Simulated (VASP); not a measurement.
# ZrC in VASP: notebook, part 2 of 2

VASP 6.6.1. The steps go on from the part before.

### 4 Electric field gradients, PBE (atom 2 (C) moved by [0.056569, 0.056569, 0.0] A)

INCAR

```
  PREC = Accurate
  ENCUT = 520
  EDIFF = 1E-8
  ISMEAR = -1
  SIGMA = 0.05
  LREAL = False
  LASPH = True
  NELM = 80
  ALGO = Normal
  ISIF = 2
  LWAVE = False
  LCHARG = False
  GGA = PE
  LEFG = True
  NBANDS = 15
```

KPOINTS

```
regular mesh
0
Gamma
  15 15 15
```

POSCAR

```
ZrC
1.0
    0.0000000000      2.3502100000      2.3502100000
    2.3502100000      0.0000000000      2.3502100000
    2.3502100000      2.3502100000      0.0000000000
Zr C
1 1
Direct
    0.5000000000      0.5000000000      0.5000000000
    0.0000000000      0.0000000000      0.0240697640
```

Potentials or basis: VASP PAW PBE potentials, release 64 (Zr_sv, C).

On the command line:

```sh
> cat potpaw_PBE.64/Zr_sv/POTCAR potpaw_PBE.64/C/POTCAR > POTCAR
> mpirun -np 1 vasp_std > vasp.out
```

OUTCAR:

```text
PREC = Accurate
   ENCUT = 520
   EDIFF = 1E-8
   ISMEAR = -1
   LREAL = False
   LASPH = True
   NELM = 80
   ISIF = 2
   GGA = PE

 ion  position               nearest neighbor table
   1  0.500  0.500  0.500-   2 2.29   2 2.29   2 2.35   2 2.35   2 2.41   2 2.41
   2  0.000  0.000  0.024-   1 2.29   1 2.29   1 2.35   1 2.35   1 2.41   1 2.41

  LATTYP: Found a face centered cubic cell.
 ALAT       =     4.7004200000

  Lattice vectors:

 A1 = (   0.0000000000,   2.3502100000,   2.3502100000)
 A2 = (   2.3502100000,   0.0000000000,   2.3502100000)
 A3 = (   2.3502100000,   2.3502100000,   0.0000000000)

Analysis of symmetry for initial positions (statically):
[... 642 lines left out ...]
  free  energy   TOTEN  =       -19.4402008377 eV

  energy  without entropy=      -19.4378078056  energy(sigma->0) =      -19.43900432

 Electric field gradients (V/A^2)
---------------------------------------------------------------------
 ion       V_xx      V_yy      V_zz      V_xy      V_xz      V_yz
---------------------------------------------------------------------
   1      -1.547    -1.547     3.093     3.629    -0.000    -0.000
   2      -0.350    -0.350     0.700     0.878    -0.000    -0.000
---------------------------------------------------------------------

 Electric field gradients after diagonalization (V/A^2)
 (convention: |V_zz| > |V_xx| > |V_yy|)
----------------------------------------------------------------------
 ion       V_xx      V_yy      V_zz     asymmetry (V_yy - V_xx)/ V_zz
----------------------------------------------------------------------
   1       3.093     2.082    -5.176       0.195
   2       0.700     0.528    -1.228       0.140
----------------------------------------------------------------------

           NMR quadrupolar parameters

 Cq : quadrupolar parameter    Cq=e*Q*V_zz/h
 eta: asymmetry parameters     (V_yy - V_xx)/ V_zz
 Q  : nuclear electric quadrupole moment in mb (millibarn)
----------------------------------------------------------------------
 ion       Cq(MHz)       eta       Q (mb)
----------------------------------------------------------------------
   1      -0.013       0.195       1.000
   2      -0.003       0.140       1.000
----------------------------------------------------------------------
```

OSZICAR:

```text
N       E                     dE             d eps       ncg     rms          rms(c)
DAV:   1     0.100230633424E+03    0.10023E+03   -0.85053E+03 15376   0.107E+03
DAV:   2    -0.167650491467E+02   -0.11700E+03   -0.10951E+03 19644   0.287E+02
DAV:   3    -0.228016325242E+02   -0.60366E+01   -0.59976E+01 25784   0.550E+01
DAV:   4    -0.229237960405E+02   -0.12216E+00   -0.12211E+00 18820   0.569E+00
DAV:   5    -0.229250749060E+02   -0.12789E-02   -0.12788E-02 20205   0.518E-01    0.205E+01
DAV:   6    -0.195510029772E+02    0.33741E+01   -0.64194E+00 18416   0.227E+01    0.707E+00
DAV:   7    -0.194549082168E+02    0.96095E-01   -0.62130E-01 17387   0.590E+00    0.618E+00
DAV:   8    -0.194766817498E+02   -0.21774E-01   -0.32345E-01 19066   0.446E+00    0.509E+00
DAV:   9    -0.194411631508E+02    0.35519E-01   -0.60830E-02 17418   0.181E+00    0.881E-01
DAV:  10    -0.194402121284E+02    0.95102E-03   -0.55233E-03 20568   0.620E-01    0.821E-02
DAV:  11    -0.194402068197E+02    0.53086E-05   -0.15457E-04 17670   0.122E-01    0.447E-02
DAV:  12    -0.194402020734E+02    0.47463E-05   -0.33527E-06 19803   0.171E-02    0.128E-02
DAV:  13    -0.194402009055E+02    0.11679E-05   -0.14657E-06 20092   0.791E-03    0.171E-03
DAV:  14    -0.194402008437E+02    0.61796E-07   -0.61566E-08 17684   0.181E-03    0.242E-04
DAV:  15    -0.194402008377E+02    0.60229E-08   -0.42817E-09 14386   0.567E-04
   1 F= -.19440201E+02 E0= -.19439004E+02  d E =-.239303E-02
```

stdout:

```text
POSCAR found type information on POSCAR ZrC
 POSCAR found :  2 types and       2 ions
 scaLAPACK will be used
 LDA part: xc-table for (Slater+PW92), standard interpolation
 POSCAR, INCAR and KPOINTS ok, starting setup
 FFT: planning ... GRIDC
 FFT: planning ... GRID_SOFT
 FFT: planning ... GRID
 WAVECAR not read
 entering main loop
ion   1

ion   2
```

Run time: 2.8 min. Hardware: 1 thread of AMD EPYC 9R45 (Zen 5), shared host; peak memory 0.29 GiB.

Results:

| Property | Result |
| --- | --- |
| Free energy | -19.4402 eV |
| Pressure | 1.9 GPa |
| Largest force | 0.536 eV/Å |
| Band gap on the k mesh | zero (bands 8 and 9 overlap by 1.01 eV) |
| Largest electric field gradient by atom | Zr -5.2; C -1.2 V/Å² |

Forces on the atoms (eV/Å):
```
Zr   0.379  0.379  0.000
C   -0.379 -0.379  0.000
```

Stress tensor (GPa, compression positive):
```
 2.21 -0.39  0.00
-0.39  2.21  0.00
 0.00  0.00  1.34
```

Electric field gradients, principal values (V/Å²):
| atom | least | middle | greatest (by size) |
| --- | --- | --- | --- |
| 1 Zr | 2.082 | 3.093 | -5.176 |
| 2 C | 0.528 | 0.700 | -1.228 |

Caveat: the cell differs from its parent crystal (atom 2 (C) moved by [0.056569, 0.056569, 0.0] A); without QUAD_EFG the Cq values of the log hold for a quadrupole moment of 1 mb, not for the nuclei.

### 5 Electric field gradients, PBE (atom 2 (C) moved by [0.056569, 0.056569, 0.0] A)

INCAR

```
SYSTEM = ZrC
PREC     = Accurate       ! precision mode
ENCUT    = 520            ! plane-wave cutoff, eV
EDIFF    = 1E-8           ! SCF threshold, eV
ISMEAR   = -1             ! smearing method
SIGMA    = 0.05           ! smearing width, eV
LREAL    = .False.        ! projectors in reciprocal space
LASPH    = .True.         ! aspherical terms in the spheres
NELM     = 60             ! most SCF steps
ALGO     = Normal         ! electronic algorithm
ISIF     = 2              ! what is computed and relaxed
LWAVE    = .False.        ! write WAVECAR
LCHARG   = .False.        ! write CHGCAR
GGA      = PE             ! functional
LEFG     = .True.       
NBANDS   = 15             ! bands
```

KPOINTS

```
Automatic mesh
0
Gamma
  15 15 15
  0 0 0
```

POSCAR is that of step 4.

Potentials or basis: VASP PAW PBE potentials, release 64 (Zr_sv, C).

On the command line:

```sh
> cat potpaw_PBE.64/Zr_sv/POTCAR potpaw_PBE.64/C/POTCAR > POTCAR
> mpirun -np 1 vasp_std > vasp.out
```

OUTCAR:

```text
SYSTEM = ZrC
   PREC = Accurate
   ENCUT = 520
   EDIFF = 1E-8
   ISMEAR = -1
   LREAL = .False.
   LASPH = .True.
   NELM = 60
   ISIF = 2
   GGA = PE

 ion  position               nearest neighbor table
   1  0.500  0.500  0.500-   2 2.29   2 2.29   2 2.35   2 2.35   2 2.41   2 2.41
   2  0.000  0.000  0.024-   1 2.29   1 2.29   1 2.35   1 2.35   1 2.41   1 2.41

  LATTYP: Found a face centered cubic cell.
 ALAT       =     4.7004200000

  Lattice vectors:

 A1 = (   0.0000000000,   2.3502100000,   2.3502100000)
 A2 = (   2.3502100000,   0.0000000000,   2.3502100000)
 A3 = (   2.3502100000,   2.3502100000,   0.0000000000)

Analysis of symmetry for initial positions (statically):
=====================================================================
 Subroutine PRICEL returns:
 Original cell was already a primitive cell.

 Routine SETGRP: Setting up the symmetry group for a
 face centered cubic supercell.

 Subroutine GETGRP returns: Found  4 space group operations
 (whereof  4 operations were pure point group operations)
 out of a pool of 48 trial point group operations.

The static configuration has the point symmetry C_2v.

Analysis of symmetry for dynamics (positions and initial velocities):
=====================================================================
 Subroutine PRICEL returns:
 Original cell was already a primitive cell.

 Routine SETGRP: Setting up the symmetry group for a
 face centered cubic supercell.

 Subroutine GETGRP returns: Found  4 space group operations
 (whereof  4 operations were pure point group operations)
 out of a pool of 48 trial point group operations.

The dynamic configuration has the point symmetry C_2v.

 Subroutine INISYM returns: Found  4 space group operations
 (whereof  4 operations are pure point group operations),
 and found     1 'primitive' translations

----------------------------------------------------------------------------------------

                                     Primitive cell

  volume of cell :      25.9627

  direct lattice vectors                    reciprocal lattice vectors
     0.000000000  2.350210000  2.350210000    -0.212746946  0.212746946  0.212746946
     2.350210000  0.000000000  2.350210000     0.212746946 -0.212746946  0.212746946
     2.350210000  2.350210000  0.000000000     0.212746946  0.212746946 -0.212746946

  length of vectors
     3.323698856  3.323698856  3.323698856     0.368488520  0.368488520  0.368488520

  position of ions in fractional coordinates (direct lattice)
     0.500000000  0.500000000  0.500000000
     0.000000000  0.000000000  0.024069764

  ion indices of the primitive-cell ions
   primitive index   ion index
                 1           1
                 2           2

----------------------------------------------------------------------------------------

 KPOINTS: Automatic mesh

Automatic generation of k-mesh.
 Grid dimensions read from file:
 generate k-points for:   15   15   15

 Generating k-lattice:

[... 75 lines left out ...]
   EFERMI =   0.00;   METHOD = LEGACY
   ISMEAR =    -1;   SIGMA  =   0.05  broadening in eV -4-tet -1-fermi 0-gaus
   EFERMI_NEDOS =   21; number of points for ismear=-14 and -15
   IALGO  =     38    algorithm
   IMIX   =      4    mixing-type and parameters
     AMIX     =   0.40;   BMIX     =  1.00
     AMIX_MAG =   1.60;   BMIX_MAG =  1.00
  volume/ion in A,a.u.               =      12.98        87.60
  Fermi-wavevector in a.u.,A,eV,Ry     =   1.393151  2.632673 26.407131  1.940869
  Thomas-Fermi vector in A             =   2.516825
   LORBIT       =      0    0 simple, 1 ext, 2 COOP (PROOUT), +10 PAW based schemes
   GGA     = PE    functional components
   LHFCALC =     F    Hartree Fock is set to
   AEXX    =    0.0000 exact exchange contribution
   IVDW    =     0    specifies the selected vdW correction
   LEPSILON=     F    determine dielectric tensor
   LRPA    =     F    only Hartree local field effects (RPA)
 non-spin polarized calculation
  energy-cutoff  :      520.00
  volume of cell :       25.96
 maximum number of plane-waves:       725
 NGX is ok and might be reduce to    28
   NGX = 13   NGY = 13   NGZ = 13

 number of electron      16.0000000 magnetization

 Free energy of the ion-electron system (eV)
  ---------------------------------------------------
  ext. energy  EPLUGINS =         0.00000000
  ---------------------------------------------------
  free energy    TOTEN  =       -19.44020084 eV

  energy without entropy =      -19.43780781  energy(sigma->0) =      -19.43900432

 E-fermi :   9.6402     XC(G=0): -12.1304

 val. band max:        9.6380292977   @ k =   0.4000   0.3333   0.0000
 cond. band min:       9.6457448753   @ k =   0.0000   0.4667   0.4667
 fundamental gap:      0.0077155776
 Fermi energy:         9.6402034252

 k-point     1 :       0.0000    0.0000    0.0000
  band No.  band energies     occupation
      1     -38.4924      2.00000
      2     -16.2046      2.00000
      3     -16.2044      2.00000
      4     -16.2042      2.00000
      5      -1.6870      2.00000
      6      10.1401      0.00009
      7      10.1627      0.00006
      8      10.4074      0.00000
      9      10.7027      0.00000
     10      11.0859      0.00000
     11      11.1125      0.00000
     12      12.4898      0.00000
     13      12.5982      0.00000
     14      16.9022      0.00000
[... 401 lines left out ...]
      2     -16.4655      2.00000
      3     -16.2496      2.00000
      4     -16.2309      2.00000
      5      -0.9458      2.00000
      6       7.6483      2.00000
      7       8.4676      2.00000
      8       8.8065      2.00000
      9      10.9777      0.00000
     10      12.0648      0.00000
     11      12.3885      0.00000
     12      14.4211      0.00000
     13      15.5762      0.00000
     14      18.4256      0.00000
     15      21.9434      0.00000

 [... further k-points ...]
[... 5 lines left out ...]
  --------------------------------------------------------------------------------------
  -------------------------------------------------------------------------------------
  Total        0.3588339      0.3588339      0.2166304     -0.0625323      0.0000000      0.0000000
  in kB       22.1438968     22.1438968     13.3684175     -3.8589110      0.0000000      0.0000000
  external PRESSURE =      19.2187371 kB  Pullay stress =       0.0000000 kB

 VOLUME and BASIS-vectors are now :
 -----------------------------------------------------------------------------
  energy-cutoff  :      520.00
  volume of cell :       25.96
      direct lattice vectors                 reciprocal lattice vectors
     0.000000000  2.350210000  2.350210000    -0.212746946  0.212746946  0.212746946
     2.350210000  0.000000000  2.350210000     0.212746946 -0.212746946  0.212746946
     2.350210000  2.350210000  0.000000000     0.212746946  0.212746946 -0.212746946

 POSITION                                       TOTAL-FORCE (eV/Angst)
 -----------------------------------------------------------------------------------
      2.35021      2.35021      2.35021         0.379346      0.379346      0.000000
      0.05657      0.05657      0.00000        -0.379346     -0.379346     -0.000000
 -----------------------------------------------------------------------------------
    total drift:                               -0.000002     -0.000002     -0.000000

  FREE ENERGIE OF THE ION-ELECTRON SYSTEM (eV)
  ---------------------------------------------------
  free  energy   TOTEN  =       -19.4402008377 eV

  energy  without entropy=      -19.4378078056  energy(sigma->0) =      -19.43900432

 Electric field gradients (V/A^2)
---------------------------------------------------------------------
 ion       V_xx      V_yy      V_zz      V_xy      V_xz      V_yz
---------------------------------------------------------------------
   1      -1.547    -1.547     3.093     3.629    -0.000    -0.000
   2      -0.350    -0.350     0.700     0.878    -0.000    -0.000
---------------------------------------------------------------------

 Electric field gradients after diagonalization (V/A^2)
 (convention: |V_zz| > |V_xx| > |V_yy|)
----------------------------------------------------------------------
 ion       V_xx      V_yy      V_zz     asymmetry (V_yy - V_xx)/ V_zz
----------------------------------------------------------------------
   1       3.093     2.082    -5.176       0.195
   2       0.700     0.528    -1.228       0.140
----------------------------------------------------------------------

           NMR quadrupolar parameters

 Cq : quadrupolar parameter    Cq=e*Q*V_zz/h
 eta: asymmetry parameters     (V_yy - V_xx)/ V_zz
 Q  : nuclear electric quadrupole moment in mb (millibarn)
----------------------------------------------------------------------
 ion       Cq(MHz)       eta       Q (mb)
----------------------------------------------------------------------
   1      -0.013       0.195       1.000
   2      -0.003       0.140       1.000
----------------------------------------------------------------------
```

Wall time 2.8 min (1 thread of AMD EPYC 9R45 (Zen 5), shared host); peak memory 0.29 GiB.

Results:

- Free energy: -19.4402 eV
- Pressure: 1.9 GPa
- Largest force: 0.536 eV/Å
- Band gap on the k mesh: zero (bands 8 and 9 overlap by 1.01 eV)
- Largest electric field gradient by atom: Zr -5.2; C -1.2 V/Å²

Forces in eV/Å, atoms in the order of the input:
```
Zr   0.379  0.379  0.000
C   -0.379 -0.379  0.000
```

Electric field gradients, principal values (V/Å²):
| atom | least | middle | greatest (by size) |
| --- | --- | --- | --- |
| 1 Zr | 2.082 | 3.093 | -5.176 |
| 2 C | 0.528 | 0.700 | -1.228 |

Caveat: the cell differs from its parent crystal (atom 2 (C) moved by [0.056569, 0.056569, 0.0] A); without QUAD_EFG the Cq values of the log hold for a quadrupole moment of 1 mb, not for the nuclei.

### 6 Summary

| cell | gap on the mesh (eV) | pressure (GPa) |
| --- | --- | --- |
| a = 3.291, b = 3.291, c = 3.257 Å, angles 60.3, 60.3, 59.3°, 2 atoms, atomic positions A | none | 11.6 |
| a = 3.340 Å, angles 59.3°, 2 atoms, atomic positions A | none | 1.4 |
| a = 3.324 Å, angles 60.0°, 2 atoms, atomic positions B | none | 1.9 |

Alike in all rows: task electric field gradients; level PBE; potentials or basis VASP PAW PBE potentials, release 64 (Zr_sv, C); no spin polarisation; k mesh 15 × 15 × 15; cutoff (eV) 520; smearing fermi-dirac 0.05 eV.

Caveats: the stress differs along the axes, from 6 to 14 GPa (at least some runs).

Total energies depend on the potentials used, so only differences within one code and one set of settings carry meaning.

The gap in the log of VASP goes by the Fermi energy; the results here count the filled bands.